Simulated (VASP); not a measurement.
## KF: elastic constants with PBE

KF:

```xyz
2
Lattice="0.0000 2.7104 2.7104 2.7104 0.0000 2.7104 2.7104 2.7104 0.0000" Properties=species:S:1:pos:R:3 pbc="T T T"
K     2.7104    2.7104    2.7104
F     0.0000    0.0000    0.0000
```

```json
{
  "Program": "VASP 6.6.1",
  "Task": "elastic constants",
  "Functional": "PBE",
  "Potentials or basis": "VASP PAW PBE potentials, release 64 (K_sv, F)",
  "Cutoff": "600 eV",
  "k mesh": "8 × 8 × 8",
  "Occupations": "gaussian, width 0.01 eV",
  "Spin": "no spin polarisation",
  "Dipole correction": "no",
  "Ions in elastic constants": "relaxed",
  "Further INCAR settings": "ALGO = Normal; EDIFF = 1e-08; NBANDS = 15; IBRION = 6; POTIM = 0.015; NSW = 1; ISIF = 3"
}
```

```yaml
Elastic_constants_C11_C12_C44: 60, 14, 13 GPa
Voigt_bulk_modulus: 29 GPa
Highest_phonon_frequency_at_Γ_LO-TO_splitting_left_out: 168 cm⁻¹
```

Phonon frequencies in cm⁻¹ (negative: imaginary):
```csv
q point,frequencies
"(0.000, 0.000, 0.000)",0 0 0 168 168 168
```

Elastic tensor in Voigt notation (GPa, in the Cartesian axes of the cell as first typed):
```
60 14 14  0  0  0
14 60 14  0  0  0
14 14 60  0  0  0
 0  0  0 13  0  0
 0  0  0  0 13  0
 0  0  0  0  0 13
```

Clamped-ion elastic tensor (GPa):
```
60 14 14  0  0  0
14 60 14  0  0  0
14 14 60  0  0  0
 0  0  0 13  0  0
 0  0  0  0 13  0
 0  0  0  0  0 13
```

It took 6 min on 1 thread of AMD EPYC 9R45 96-Core Processor (Zen 5), with other jobs on the host, peak memory 0.29 GiB.
